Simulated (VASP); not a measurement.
**GaSi16 (a cell with a defect): single point with PBE+D3(BJ)**

The system is GaSi16 (a cell with a defect).

```
Si Ga
1.0
     0.00000    5.43000    5.43000
     5.43000    0.00000    5.43000
     5.43000    5.43000    0.00000
Si Ga
16 1
Direct
  0.00151 0.00083 0.99617
  0.12274 0.12161 0.12769
  0.00158 0.00085 0.50118
  0.12523 0.12467 0.62489
  0.98700 0.50400 0.00424
  0.12258 0.62727 0.12759
  0.00147 0.49594 0.50113
  0.12279 0.62738 0.62185
  0.50510 0.98543 0.00438
  0.62797 0.12161 0.12769
  0.49641 0.00085 0.50118
  0.62815 0.12175 0.62195
  0.50478 0.50400 0.00425
  0.62574 0.62416 0.12439
  0.50512 0.50415 0.48562
  0.62799 0.62738 0.62185
  0.37576 0.37411 0.87439
```

```
Program                : VASP 6.6.1
Task                   : single point
Functional             : PBE
Dispersion             : D3(BJ)
Potentials or basis    : VASP PAW PBE potentials, release 64 (Si, Ga_d)
Cutoff                 : 520 eV
k mesh                 : 2 × 2 × 2
Occupations            : gaussian, width 0.02 eV
Spin                   : collinear spin, zero start
Starting moments       : [0.0, 0.0, 0.0, 0.0, 0.0, 0.0, 0.0, 0.0, 0.0, 0.0, 0.0, 0.0, 0.0, 0.0, 0.0, 0.0, 0.0] μB
Dipole correction      : no
Further INCAR settings : LREAL = Auto; ALGO = Normal; EDIFF = 1e-06; NBANDS = 56
```

| Quantity | Value |
| --- | --- |
| Pressure | 3.3 GPa |
| Largest force | 0.012 eV/Å |
| Net moment | 0.00 μB per cell |
| Valence electrons inside the program's atomic spheres | Si 1.70, 1.68, 1.71, 1.76 (each value once); Ga 11.86 |
| Dispersion energy per atom | -0.331 eV |

Forces on the atoms (eV/Å):
```
Si  -0.008 -0.001  0.001
Si  -0.001 -0.006 -0.007
Si   0.000  0.002  0.006
Si   0.009  0.001 -0.001
Si   0.000 -0.002 -0.003
Si   0.010 -0.002  0.002
Si  -0.012  0.002 -0.002
Si   0.002 -0.006 -0.006
Si  -0.002  0.002 -0.002
Si  -0.001  0.007  0.006
Si   0.000 -0.005 -0.002
Si  -0.007  0.001 -0.001
Si   0.000  0.003  0.002
Si   0.006 -0.002  0.001
Si  -0.001  0.000  0.000
Si   0.002  0.006  0.006
Ga   0.003 -0.001  0.001
```

Levels at points of the mesh, in eV from the Fermi level:
Spin up:
```
           k point  band 34  band 35  band 36  band 37  band 38  band 39  band 40  band 41  band 42  band 43
(0.00, 0.00, 0.00)    -1.76    -1.76    -0.72    -0.72    -0.72    -0.17    -0.17    -0.17     0.00     0.00
(0.50, 0.00, 0.00)    -1.48    -1.48    -1.45    -1.44    -1.11     0.13     0.60     0.60     0.87     0.87
(0.00, 0.50, 0.00)    -1.48    -1.48    -1.45    -1.45    -1.11     0.13     0.61     0.61     0.87     0.87
(0.00, 0.00, 0.50)    -1.48    -1.48    -1.45    -1.45    -1.11     0.13     0.61     0.61     0.87     0.87
(0.50, 0.50, 0.50)    -1.48    -1.48    -1.45    -1.44    -1.11     0.13     0.60     0.60     0.87     0.87
(0.50, 0.50, 0.00)    -2.07    -2.07    -1.98    -1.92    -0.66     0.27     1.12     1.23     1.34     1.34
(0.00, 0.50, 0.50)    -2.08    -2.07    -1.98    -1.92    -0.66     0.27     1.12     1.23     1.34     1.34
(0.50, 0.00, 0.50)    -2.07    -2.07    -1.98    -1.92    -0.66     0.27     1.12     1.23     1.34     1.34
```
Spin down:
```
           k point  band 35  band 36  band 37  band 38  band 39  band 40  band 41  band 42
(0.00, 0.00, 0.00)    -1.76    -0.72    -0.72    -0.72    -0.17    -0.17    -0.17     0.00
(0.50, 0.00, 0.00)    -1.48    -1.45    -1.44    -1.11     0.13     0.60     0.60     0.87
(0.00, 0.50, 0.00)    -1.48    -1.45    -1.45    -1.11     0.13     0.61     0.61     0.87
(0.00, 0.00, 0.50)    -1.48    -1.45    -1.45    -1.11     0.13     0.61     0.61     0.87
(0.50, 0.50, 0.50)    -1.48    -1.45    -1.44    -1.11     0.13     0.60     0.60     0.87
(0.50, 0.50, 0.00)    -2.07    -1.98    -1.92    -0.66     0.27     1.12     1.23     1.34
(0.00, 0.50, 0.50)    -2.07    -1.98    -1.92    -0.66     0.27     1.12     1.23     1.34
(0.50, 0.00, 0.50)    -2.07    -1.98    -1.92    -0.66     0.27     1.12     1.23     1.34
```

It took 3.9 min on 1 thread of Intel(R) Xeon(R) 6975P-C (Granite Rapids) (shared host), peak memory 0.72 GiB.

Caveat: the k points lie up to 0.50 Å⁻¹ apart.
